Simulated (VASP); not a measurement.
**BN: relaxation of shape and atoms at fixed volume with PBE+D3(BJ)**

BN:

```
B N
1.0
     0.00000    3.11923    2.13976
     1.23816    0.00000    2.13976
     1.23816    3.11923    0.00000
B N
1 1
Direct
  0.00016 0.00016 0.99984
  0.66654 0.66654 0.33346
```

| Quantity | Value |
| --- | --- |
| Program | VASP 6.6.1 |
| Task | relaxation of shape and atoms at fixed volume |
| Functional | PBE |
| Dispersion | D3(BJ) |
| Potentials or basis | VASP PAW PBE potentials, release 64 (B, N) |
| Cutoff | 600 eV |
| k mesh | 12 × 12 × 12 |
| Occupations | gaussian, width 0.02 eV |
| Spin | no spin polarisation |
| Dipole correction | no |
| Further INCAR settings | ALGO = Normal; EDIFF = 1e-07; IBRION = 2; EDIFFG = -0.01; NSW = 50; ISIF = 4 |

```json
{
 "Energy gained by relaxing": "6.2 meV/atom",
 "Ionic steps": "6",
 "Pressure after relaxing": "4.0 GPa",
 "Largest force after relaxing": "0.008 eV/Å",
 "Band gap on the k mesh": "3.10 eV (least direct gap 4.56 eV)",
 "Dispersion energy per atom": "-0.157 eV"
}
```

Forces on the atoms (eV/Å):
```
B    0.000  0.000  0.008
N    0.000  0.000 -0.008
```

Stress tensor (GPa, compression positive):
```
4.12 0.00 0.00
0.00 3.85 0.00
0.00 0.00 4.05
```

Step by step:
```csv
step,energy change (eV),largest force (eV/Å),pressure (GPa),volume (Å³)
1,0.0000,0.0048,11.21,16.53
2,-0.0122,0.0080,2.88,16.53
3,-0.0125,0.0066,3.86,16.53
4,-0.0125,0.0064,4.01,16.53
5,-0.0124,0.0341,4.00,16.53
6,-0.0125,0.0078,4.01,16.53
```

Final structure:
```
B N
1.0
     0.00000    3.06202    2.15909
     1.25000    0.00000    2.15909
     1.25000    3.06202    0.00000
B N
1 1
Cartesian
  1.2500 3.0620 0.0008
  1.2500 3.0620 2.8782
```

Levels at points of the mesh, in eV from the valence-band top:
| k point | band 2 | band 3 | band 4 | band 5 | band 6 | band 7 |
| --- | --- | --- | --- | --- | --- | --- |
| (0.00, 0.00, 0.00) | -3.93 | -1.62 | -1.60 | 5.50 | 11.31 | 11.49 |
| (0.50, 0.00, 0.00) | -9.26 | -4.44 | -1.25 | 4.34 | 9.77 | 13.93 |
| (0.50, 0.50, 0.00) | -9.48 | -4.42 | -0.23 | 6.35 | 9.35 | 12.55 |
| (0.50, 0.00, 0.50) | -6.98 | -1.69 | -1.59 | 10.80 | 11.19 | 11.37 |
| (0.00, 0.50, 0.50) | -9.00 | -4.55 | -2.16 | 3.10 | 9.57 | 15.45 |

Wall time 4.4 min on 1 thread of Intel Xeon 8259CL, with other jobs on the host, peak memory 0.19 GiB.

A k mesh can miss the band edges.
